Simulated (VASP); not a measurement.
A run of VASP 6.6.1 is set up as follows.

The input POSCAR:

```
GaSb
1.0
    4.3260790000      0.0000000000      0.0000000000
    2.1630395000      3.7464943128      0.0000000000
    2.1630395000      1.2488314376      3.5322287123
Ga Sb
1 1
Direct
    0.0000000000      0.0000000000      0.0000000000
    0.2500000000      0.2500000000      0.2500000000
```

INCAR.step1

```
SYSTEM = GaSb
PREC = Accurate ; ENCUT = 550
ISMEAR = 0 ; SIGMA = 0.01
LREAL = .False. ; LASPH = .True.
NELM = 120 ; GGA = PE
ALGO = Normal ; EDIFF = 1E-5
LWAVE = .True. ; LCHARG = .False.
GGA_COMPAT = .False. ; IBRION = 2
ISIF = 3 ; EDIFFG = -0.005
NELMIN = 4 ; NSW = 100
```

The input INCAR.step2:

```
SYSTEM = GaSb
PREC = Accurate ; ENCUT = 550
EDIFF = 1E-7 ; ISMEAR = 0
SIGMA = 0.01 ; LREAL = .False.
LASPH = .True. ; NELM = 120
ALGO = Normal ; ISIF = 3
LWAVE = .False. ; LCHARG = .False.
METAGGA = R2SCAN ; LMIXTAU = .True.
LUSE_VDW = .True. ; IVDW_NL = 2
BPARAM = 11.95 ; CPARAM = 0.0093
IBRION = 2 ; NSW = 80
EDIFFG = -0.01 ; ISTART = 1
GGA_COMPAT = .False. ; NELMIN = 4
```

KPOINTS

```
regular mesh
0
Gamma
  6 6 6
  0 0 0
```

Potentials or basis: VASP PAW PBE potentials, release 64 (Ga_d, Sb).

The run is started by

```console
$ cat potpaw_PBE.64/Ga_d/POTCAR potpaw_PBE.64/Sb/POTCAR > POTCAR
$ cp INCAR.step1 INCAR
$ mpirun -np 1 vasp_std > vasp.out
$ cp INCAR.step2 INCAR
$ mpirun -np 1 vasp_std > vasp.out
```

Task: What does it give for the band gap on the k mesh?

Result: 0.48 eV, direct.

Task: What does it give for the space group after relaxing (to 0.05 Å)?

Result: F-43m (No. 216).

Task: What does it give for the relaxed cell?

Result: a = 4.321 Å, b = 4.321 Å, c = 4.321 Å, α = 60.00°, β = 60.00°, γ = 60.00°.

Final structure:
```
CELL_PARAMETERS angstrom
4.32062 0.00000 0.00000
2.16031 3.74177 0.00000
2.16031 1.24726 3.52778
ATOMIC_POSITIONS crystal
Ga 0.00000 0.00000 0.00000
Sb 0.25000 0.25000 0.25000
```

Caveat: spin-orbit coupling is left out, which moves the levels of the heavy elements. A k mesh can miss the band edges.
